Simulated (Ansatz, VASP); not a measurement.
Ti: VASP beside Ansatz

File POSCAR:

```
Ti
1.0
    0.0000000000      2.0300000000      2.1315000000
    2.0300000000      0.0000000000      2.1315000000
    2.0300000000      2.0300000000      0.0000000000
Ti
1
Direct
    0.0000000000      0.0000000000      0.0000000000
```

The input INCAR.step1:

```
PREC = Accurate
ENCUT = 520
ISMEAR = 0
SIGMA = 0.15
LREAL = False
LASPH = True
NELM = 80
NBANDS = 12
GGA = PE
ALGO = Normal
EDIFF = 1E-4
LWAVE = True
LCHARG = False
```

The input INCAR.step2:

```
PREC = Accurate
ENCUT = 520
EDIFF = 1E-6
ISMEAR = 0
SIGMA = 0.15
LREAL = False
LASPH = True
NELM = 80
ALGO = Normal
ISIF = 2
LWAVE = False
LCHARG = False
METAGGA = R2SCAN
LMIXTAU = True
NBANDS = 12
ISTART = 1
```

File KPOINTS:

```
regular mesh
0
Gamma
  20 20 20
```

Input for Ansatz:

```yaml
crystal:
  lattice:
    - [0.0, 2.03, 2.1315]
    - [2.03, 0.0, 2.1315]
    - [2.03, 2.03, 0.0]
  atoms:
    - { symbol: Ti, position: [0.0, 0.0, 0.0] }
basis:
  ecutwfc: 500
kpoints:
  mp_grid: { grid: [20, 20, 20] }
hamiltonian:
  xc: r2scan
scf:
  occupations: { method: gaussian, width: 0.15 }
output:
  forces: true
  stress: true
  eigenvalues: true
```

Change from the starting cell: strain +0.000 along x and y, +0.050 along z, atoms carried along.

Alike in both runs: task single point; functional r2SCAN; k mesh 20 × 20 × 20; occupations gaussian, width 0.15 eV; no spin polarisation.

|  | VASP | Ansatz |
| --- | --- | --- |
| version | VASP 6.6.1 | Ansatz 0.2.0 |
| potentials or method | VASP PAW PBE potentials, release 64 (Ti_sv), cutoff 520 eV | scalar-relativistic, plane waves, PAW |
| valence electrons in the cell | 12 | 12 |

|  | VASP | Ansatz | Ansatz less VASP |
| --- | --- | --- | --- |
| gap on the k mesh at the Fermi level (eV) | none | none | - |
| pressure (GPa) | -0.9 | -1.3 | -0.38 |
| traceless stress, the component that is largest in VASP (GPa) | -1.09 | -1.08 | +0.009 |

VASP's potentials were made for PBE, not for r2SCAN. A gap of «none» marks a metal or a gap that the smearing closes.
